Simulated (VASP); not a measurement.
Set up this calculation in VASP 6.6.1, as the native input.

| Quantity | Value |
| --- | --- |
| Task | single point |
| Functional | PBE |
| Potentials or basis | VASP PAW PBE potentials, release 64 (Sc_sv, Cs_sv, F) |
| Cutoff | 520 eV |
| k mesh | 3 × 3 × 4 |
| Occupations | fermi-dirac, width 0.1 eV |
| Spin | no spin polarisation |
| Dipole correction | no |
| Further INCAR settings | ALGO = Normal; EDIFF = 1e-07; NBANDS = 46 |

The structure of Cs2ScF6 lies in POSCAR:

```
Cs2ScF6
1.0
    3.2189480000      5.5753800000      0.0000000000
   -3.2189480000      5.5753800000      0.0000000000
    0.0000000000      0.0000000000      5.0374780000
Sc Cs F
1 2 6
Direct
    0.0000000000      0.0000000000      0.0000000000
    0.3333000000      0.3334000000      0.6920000000
    0.6667000000      0.6666000000      0.3080000000
    0.1600000000      0.6800000000      0.1980000000
    0.1600000000      0.1600000000      0.1980000000
    0.6800000000      0.1600000000      0.1980000000
    0.8400000000      0.3200000000      0.8020000000
    0.3200000000      0.8400000000      0.8020000000
    0.8400000000      0.8400000000      0.8020000000
```

One way to write it, as run:

INCAR

```
PREC = Accurate ; ENCUT = 520
EDIFF = 1E-7 ; ISMEAR = -1
SIGMA = 0.1 ; LREAL = F
LASPH = T ; NELM = 60
ALGO = Normal ; ISIF = 2
LWAVE = F ; LCHARG = F
GGA = PE ; NBANDS = 46
```

KPOINTS

```
regular mesh
0
Gamma
  3 3 4
```

Potentials or basis: VASP PAW PBE potentials, release 64 (Sc_sv, Cs_sv, F).

Launch:

```console
$ cat potpaw_PBE.64/Sc_sv/POTCAR potpaw_PBE.64/Cs_sv/POTCAR potpaw_PBE.64/F/POTCAR > POTCAR
$ mpirun -np 1 vasp_std > vasp.out
```

Results of the run:

```json
{"Pressure": "0.4 GPa", "Largest force": "0.338 eV/Å", "Band gap on the k mesh": "zero (an odd number of electrons rules out a gap without spin polarisation)"}
```

Caveat: the k points lie up to 0.38 Å⁻¹ apart, too coarse for converged energies and pressures of a metal; spin-orbit coupling is left out, which moves the levels of the heavy elements; an odd number of electrons without spin polarisation forces a metal; a magnetic or distorted state may lie lower.

Run time: 100 s on 1 thread of Intel(R) Xeon(R) Platinum 8488C (Sapphire Rapids), on a shared host, peak memory 0.33 GiB.
